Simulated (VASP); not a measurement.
# TiO2 (P1) in VASP: single point with PBE

Aim: the single point of TiO2 with PBE.

Everything below comes from runs of VASP 6.6.1. Logs are shortened: lines on timing, memory, paths and dates and some standing lists are left out, and cuts for length are marked.

**1. The cell of the first run**

The typed cell holds 9 atoms: a = 2.979 Å, b = 4.777 Å, c = 7.280 Å, α = 88.62°, β = 78.19°, γ = 90.00°.

**2. Single point, PBE**

INCAR reads:

```
SYSTEM = TiO2
  PREC = Accurate
  ENCUT = 520
  EDIFF = 1E-6
  ISMEAR = -1
  SIGMA = 0.02
  LREAL = .FALSE.
  LASPH = .TRUE.
  NELM = 100
  ALGO = Normal
  ISIF = 2
  LWAVE = .FALSE.
  LCHARG = .FALSE.
  GGA = PE
  NBANDS = 46
```

KPOINTS reads:

```
Automatic mesh
0
G
  8 6 4
  0 0 0
```

POSCAR reads:

```
TiO2
1.0
    2.9787649640     -0.0000551804      0.0001096575
    0.0001213045      4.7767186103     -0.0235689795
    1.4890750208      0.2104199478      7.1228286260
Ti O
3 6
Direct
    0.6625791741      0.5140917194      0.6843761155
    0.3461046805      0.4866590161      0.3170294149
   -0.0228310301      0.0003750625      0.0007037490
    0.5718663657      0.8133645585      0.8731469692
    0.2316862655      0.6984770105      0.5520600889
    0.9100642271      0.6956102128      0.1966668472
    0.1060169478      0.3051455001      0.8047406348
    0.7830499931      0.3022735602      0.4493479886
    0.4443143664      0.1873903699      0.1282611819
```

Potentials or basis: VASP PAW PBE potentials, release 64 (Ti_sv, O).

On the command line:

```console
$ cat potpaw_PBE.64/Ti_sv/POTCAR potpaw_PBE.64/O/POTCAR > POTCAR
$ mpirun -np 1 vasp_std > vasp.out
```

OUTCAR:

```text
SYSTEM = TiO2
   PREC = Accurate
   ENCUT = 520
   EDIFF = 1E-6
   ISMEAR = -1
   LREAL = .FALSE.
   LASPH = .TRUE.
   NELM = 100
   ISIF = 2
   GGA = PE

 ion  position               nearest neighbor table
   1  0.663  0.514  0.684-   5 1.95   5 1.97   7 1.97   8 1.98   7 1.98   4 1.99
   2  0.346  0.487  0.317-   8 1.95   8 1.97   6 1.97   5 1.98   6 1.99   9 1.99
   3  0.977  0.000  0.001-   4 1.90   9 1.90   6 1.99   7 1.99   4 2.04   9 2.04
   4  0.572  0.813  0.873-   3 1.90   1 1.99   3 2.04
   5  0.232  0.698  0.552-   1 1.95   1 1.97   2 1.98
   6  0.910  0.696  0.197-   2 1.97   2 1.99   3 1.99
   7  0.106  0.305  0.805-   1 1.97   1 1.98   3 1.99
   8  0.783  0.302  0.449-   2 1.95   2 1.97   1 1.98
   9  0.444  0.187  0.128-   3 1.90   2 1.99   3 2.04

  LATTYP: Found a base centered monoclinic cell.
 ALAT       =    14.2517640771
 B/A-ratio  =     0.2090102636
 C/A-ratio  =     0.3351709116
 COS(beta)  =    -0.0246005562

  Lattice vectors:

 A1 = (   1.4896899432,  -0.2104751282,  -7.1227189685)
 A2 = (  -1.4890750208,  -0.2104199478,  -7.1228286260)
 A3 = (   0.0001213045,   4.7767186103,  -0.0235689795)

Analysis of symmetry for initial positions (statically):
=====================================================================
 Subroutine PRICEL returns:
 Original cell was already a primitive cell.

 Routine SETGRP: Setting up the symmetry group for a
 base centered monoclinic supercell.

 Subroutine GETGRP returns: Found  1 space group operations
 (whereof  1 operations were pure point group operations)
 out of a pool of  4 trial point group operations.

The static configuration has the point symmetry C_1 .

Analysis of symmetry for dynamics (positions and initial velocities):
=====================================================================
 Subroutine PRICEL returns:
 Original cell was already a primitive cell.

 Routine SETGRP: Setting up the symmetry group for a
 base centered monoclinic supercell.

 Subroutine GETGRP returns: Found  1 space group operations
 (whereof  1 operations were pure point group operations)
 out of a pool of  4 trial point group operations.

The dynamic configuration has the point symmetry C_1 .

 Subroutine INISYM returns: Found  1 space group operations
 (whereof  1 operations are pure point group operations),
 and found     1 'primitive' translations

----------------------------------------------------------------------------------------

[... 129 lines left out ...]
   LREAL  =      F    real-space projection
   EDIFFG = 0.1E-04   stopping-criterion for IOM
   NSW    =      0    number of steps for IOM
   IBRION =     -1    ionic relax: 0-MD 1-quasi-New 2-CG
   NFREE  =      0    steps in history (QN), initial steepest desc. (CG)
   ISIF   =      2    stress and relaxation
   ISYM   =      2    0-nonsym 1-usesym 2-fastsym
   POTIM  = 0.5000    time-step for ionic-motion
   TEBEG  =    0.0;   TEEND  =   0.0 temperature during run
   PSTRESS=    0.0 pullay stress
   NELECT =      72.0000    total number of electrons
   NUPDOWN=      -1.0000    fix difference up-down
   EMIN   =  10.00;   EMAX   =-10.00  energy-range for DOS
   EFERMI =   0.00;   METHOD = LEGACY
   ISMEAR =    -1;   SIGMA  =   0.02  broadening in eV -4-tet -1-fermi 0-gaus
   EFERMI_NEDOS =   21; number of points for ismear=-14 and -15
   IALGO  =     38    algorithm
   IMIX   =      4    mixing-type and parameters
     AMIX     =   0.40;   BMIX     =  1.00
     AMIX_MAG =   1.60;   BMIX_MAG =  1.00
  volume/ion in A,a.u.               =      11.26        76.00
  Fermi-wavevector in a.u.,A,eV,Ry     =   1.460695  2.760313 29.029797  2.133630
  Thomas-Fermi vector in A             =   2.577114
   LORBIT       =      0    0 simple, 1 ext, 2 COOP (PROOUT), +10 PAW based schemes
   GGA     = PE    functional components
   LHFCALC =     F    Hartree Fock is set to
   AEXX    =    0.0000 exact exchange contribution
   IVDW    =     0    specifies the selected vdW correction
   LEPSILON=     F    determine dielectric tensor
   LRPA    =     F    only Hartree local field effects (RPA)
 non-spin polarized calculation
  energy-cutoff  :      520.00
  volume of cell :      101.36
 maximum number of plane-waves:      2752
 NGX is ok and might be reduce to    24
   NGX = 11   NGY = 17   NGZ = 27

 number of electron      71.9999994 magnetization

 Free energy of the ion-electron system (eV)
  ---------------------------------------------------
  ext. energy  EPLUGINS =         0.00000000
  ---------------------------------------------------
  free energy    TOTEN  =       -80.31813578 eV

  energy without entropy =      -80.31813578  energy(sigma->0) =      -80.31813578

 E-fermi :   4.0284     XC(G=0): -10.8533

 val. band max:        3.6174843543   @ k =   0.0000   0.0000   0.2500
 cond. band min:       5.9093059286   @ k =   0.0000   0.0000   0.0000
 fundamental gap:      2.2918215743
 Fermi energy:         4.0284249995

 k-point     1 :       0.0000    0.0000    0.0000
  band No.  band energies     occupation
      1     -53.0796      2.00000
      2     -53.0003      2.00000
      3     -52.9679      2.00000
      4     -29.4019      2.00000
      5     -29.3580      2.00000
      6     -29.2869      2.00000
[... 1165 lines left out ...]
     45       7.5040      0.00000
     46       8.9886      0.00000

 [... further k-points ...]
[... 5 lines left out ...]
  --------------------------------------------------------------------------------------
  -------------------------------------------------------------------------------------
  Total        0.5396668      0.3249314      0.4305597     -0.0001054      0.0041928     -0.0000089
  in kB        8.5301745      5.1359868      6.8055876     -0.0016659      0.0662730     -0.0001400
  external PRESSURE =       6.8239163 kB  Pullay stress =       0.0000000 kB

 VOLUME and BASIS-vectors are now :
 -----------------------------------------------------------------------------
  energy-cutoff  :      520.00
  volume of cell :      101.36
      direct lattice vectors                 reciprocal lattice vectors
     2.978764964 -0.000055180  0.000109658     0.335712179 -0.000354766 -0.070172399
     0.000121304  4.776718610 -0.023568980     0.000004105  0.209318220 -0.006184459
     1.489075021  0.210419948  7.122828626    -0.000005155  0.000692626  0.140374279

 POSITION                                       TOTAL-FORCE (eV/Angst)
 -----------------------------------------------------------------------------------
      2.99282      2.59964      4.86265         0.002480      0.000530      0.041782
      1.50310      2.39132      2.24671         0.002927     -0.000449     -0.041597
      2.91180      0.00189      0.00511         0.035733      0.000144      0.000046
      3.00374      4.06891      6.20017        -0.018959     -0.020579     -0.020034
      1.51228      3.45258      3.91579        -0.001591      0.063722     -0.007786
      3.00380      3.36407      1.38453         0.000047      0.013618     -0.011470
      1.51416      1.62692      5.72485         0.000432     -0.013699      0.011695
      3.00167      1.53838      3.19359        -0.002027     -0.063792      0.007389
      1.51452      0.92208      0.90921        -0.019042      0.020507      0.019976
 -----------------------------------------------------------------------------------
    total drift:                                0.000491     -0.000094     -0.000144

  FREE ENERGIE OF THE ION-ELECTRON SYSTEM (eV)
  ---------------------------------------------------
  free  energy   TOTEN  =       -80.3181357788 eV

  energy  without entropy=      -80.3181357787  energy(sigma->0) =      -80.31813578
```

OSZICAR:

```text
N       E                     dE             d eps       ncg     rms          rms(c)
DAV:   1     0.108433427970E+04    0.10843E+04   -0.36110E+04  9200   0.184E+03
DAV:   2     0.101780513735E+03   -0.98255E+03   -0.93617E+03  9512   0.564E+02
DAV:   3    -0.925830796456E+02   -0.19436E+03   -0.18951E+03 12152   0.224E+02
DAV:   4    -0.105588161425E+03   -0.13005E+02   -0.12977E+02 13400   0.620E+01
DAV:   5    -0.106232590477E+03   -0.64443E+00   -0.64414E+00 13674   0.111E+01    0.379E+01
DAV:   6    -0.813831769852E+02    0.24849E+02   -0.16404E+02 12642   0.952E+01    0.154E+01
DAV:   7    -0.807432603529E+02    0.63992E+00   -0.31229E+01 12020   0.355E+01    0.105E+01
DAV:   8    -0.805276741771E+02    0.21559E+00   -0.67966E+00 11116   0.200E+01    0.490E+00
DAV:   9    -0.803067646215E+02    0.22091E+00   -0.15800E+00 12656   0.886E+00    0.140E+00
DAV:  10    -0.803253108669E+02   -0.18546E-01   -0.12807E-01 13060   0.304E+00    0.764E-01
DAV:  11    -0.803184889481E+02    0.68219E-02   -0.36195E-02 13106   0.168E+00    0.202E-01
DAV:  12    -0.803181543404E+02    0.33461E-03   -0.56290E-03 10480   0.450E-01    0.780E-02
DAV:  13    -0.803181817522E+02   -0.27412E-04   -0.31864E-04 14160   0.146E-01    0.845E-02
DAV:  14    -0.803181358765E+02    0.45876E-04   -0.29448E-04 13332   0.106E-01    0.201E-02
DAV:  15    -0.803181354526E+02    0.42387E-06   -0.33163E-05 12642   0.401E-02    0.157E-02
DAV:  16    -0.803181346198E+02    0.83284E-06   -0.16410E-05 11826   0.295E-02    0.384E-03
DAV:  17    -0.803181359856E+02   -0.13659E-05   -0.25474E-06  8042   0.117E-02    0.540E-03
DAV:  18    -0.803181357788E+02    0.20689E-06   -0.11020E-06  6094   0.103E-02
   1 F= -.80318136E+02 E0= -.80318136E+02  d E =-.118754E-10
```

stdout:

```text
POSCAR found type information on POSCAR TiO
 POSCAR found :  2 types and       9 ions
 scaLAPACK will be used
 LDA part: xc-table for (Slater+PW92), standard interpolation
 -----------------------------------------------------------------------------
|                                                                             |
|           W    W    AA    RRRRR   N    N  II  N    N   GGGG   !!!           |
|           W    W   A  A   R    R  NN   N  II  NN   N  G    G  !!!           |
|           W    W  A    A  R    R  N N  N  II  N N  N  G       !!!           |
|           W WW W  AAAAAA  RRRRR   N  N N  II  N  N N  G  GGG   !            |
|           WW  WW  A    A  R   R   N   NN  II  N   NN  G    G                |
|           W    W  A    A  R    R  N    N  II  N    N   GGGG   !!!           |
|                                                                             |
|     Your reciprocal lattice and k-lattice belong to different lattice       |
|     classes:                                                                |
|                                                                             |
|        The reciprocal lattice is base-centered monoclinic,                  |
|        whereas your k-lattice is triclinic.                                 |
|                                                                             |
|     Results are often still useful ...                                      |
|                                                                             |
 -----------------------------------------------------------------------------

 POSCAR, INCAR and KPOINTS ok, starting setup
 FFT: planning ... GRIDC
 FFT: planning ... GRID_SOFT
 FFT: planning ... GRID
 WAVECAR not read
 entering main loop
```

It took 3.3 min on 1 thread of Intel Xeon 6975P-C (Granite Rapids), shared host; peak memory 0.43 GiB.

What came out:

| Item | Value |
| --- | --- |
| Free energy | -80.3181 eV |
| Pressure | 0.7 GPa |
| Largest force | 0.064 eV/Å |
| Band gap on the k mesh | 2.29 eV, indirect (least direct gap 2.34 eV) |

Forces in eV/Å, atoms in the order of the input:
```
Ti   0.002  0.001  0.042
Ti   0.003  0.000 -0.042
Ti   0.036  0.000  0.000
O   -0.019 -0.021 -0.020
O   -0.002  0.064 -0.008
O    0.000  0.014 -0.011
O    0.000 -0.014  0.012
O   -0.002 -0.064  0.007
O   -0.019  0.021  0.020
```

Stress tensor (GPa, compression positive):
```
0.85 0.00 0.00
0.00 0.51 0.01
0.00 0.01 0.68
```

Levels at points of the mesh, in eV from the valence-band top:
| k point | band 34 | band 35 | band 36 | band 37 | band 38 | band 39 |
| --- | --- | --- | --- | --- | --- | --- |
| (0.00, 0.00, 0.00) | -0.39 | -0.27 | -0.05 | 2.29 | 2.66 | 2.77 |
| (0.50, 0.00, 0.00) | -1.24 | -1.11 | -0.95 | 2.54 | 2.62 | 3.17 |
| (0.00, 0.50, 0.00) | -0.88 | -0.83 | -0.75 | 2.40 | 2.66 | 2.68 |
| (0.50, 0.50, 0.00) | -0.72 | -0.64 | -0.55 | 2.42 | 2.56 | 2.96 |
| (0.00, 0.00, 0.50) | -0.83 | -0.30 | -0.14 | 2.44 | 2.63 | 2.70 |
| (0.50, 0.00, 0.50) | -1.24 | -1.11 | -0.95 | 2.54 | 2.62 | 3.17 |
| (0.00, 0.50, 0.50) | -0.71 | -0.69 | -0.22 | 2.32 | 2.58 | 2.65 |
| (0.50, 0.50, 0.50) | -0.72 | -0.64 | -0.55 | 2.42 | 2.56 | 2.96 |

A k mesh can miss the band edges. Expect the measured gap to be larger: semilocal functionals such as PBE lack the derivative discontinuity.
